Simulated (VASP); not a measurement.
Bi, 4 atoms in the cell. It takes space group P6_3/mmc (No. 194, hexagonal). Conventional cell: a = 3.450 Å, b = 3.450 Å, c = 11.549 Å, α = 90.00°, β = 90.00°, γ = 120.00°. Within 4.5 Å of Bi (site symmetry -3m) lie 12 Bi at 3.45 to 3.51 Å. Within 4.5 Å of Bi (site symmetry -6m2) lie 12 Bi at 3.45 to 3.51 Å. This isn't the form of Bi at room conditions, which is rhombohedral.

```yaml
Program: VASP 6.6.1
Task: single point
Functional: revPBE
Potentials_or_basis: VASP PAW PBE potentials, release 64 (Bi_d)
Cutoff: 520 eV
k_mesh: 12 × 12 × 3
Occupations: fermi-dirac, width 0.1 eV
Spin: no spin polarisation
Dipole_correction: no
Further_INCAR_settings: ALGO = Normal; EDIFF = 1e-07; NBANDS = 38
```

Potentials or basis: VASP PAW PBE potentials, release 64 (Bi_d).

The run is started by

```console
$ cat potpaw_PBE.64/Bi_d/POTCAR > POTCAR
$ mpirun -np 1 vasp_std > vasp.out
```

Hardware: 1 thread of Intel(R) Xeon(R) Platinum 8259CL CPU @ 2.50GHz (Skylake/Cascade Lake), on a shared host.

Estimate the wall time of this run.

It took 3.1 min on 1 thread of Intel(R) Xeon(R) Platinum 8259CL CPU @ 2.50GHz (Skylake/Cascade Lake), with other jobs on the host, peak memory 0.31 GiB. Counts: scf iterations 14, k points 38.
